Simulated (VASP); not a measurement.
## B: single point with PBEsol

The system is B.

```
B
1.0
     1.70243    0.00000    0.00000
    -0.85122    1.47435    0.00000
     0.00000    0.00000    3.59907
B
1
Direct
  0.00000 0.00000 0.00000
```

This cell differs from its parent crystal: strain -0.0100 x Voigt [0, 0, 1, 0, 0, 0].

```yaml
Program: VASP 6.6.1
Task: single point
Functional: PBEsol
Potentials_or_basis: VASP PAW PBE potentials, release 64 (B)
Cutoff: 520 eV
k_mesh: 33 × 33 × 14
Occupations: gaussian, width 0.15 eV
Spin: no spin polarisation
```

The pressure is 1.8 GPa.

Stress tensor (GPa, compression positive):
```
 2.92  0.00  0.00
 0.00  2.92  0.00
 0.00  0.00 -0.41
```

Levels at points of the mesh, in eV from the Fermi level:
```tsv
k point	band 1	band 2	band 3	band 4	band 5	band 6
(0.00, 0.00, 0.00)	-17.30	-6.78	2.17	24.85	24.85	26.53
(0.00, 0.00, 0.50)	-16.94	-8.82	9.03	13.99	24.86	24.86
```

Wall time 78 s on 1 thread of Intel Xeon 8259CL, with other jobs on the host, peak memory 0.16 GiB.

Caveat: the cell differs from its parent crystal (strain -0.0100 x Voigt [0, 0, 1, 0, 0, 0]); the PAW data sets were made with another functional, which shifts forces and pressure a little.
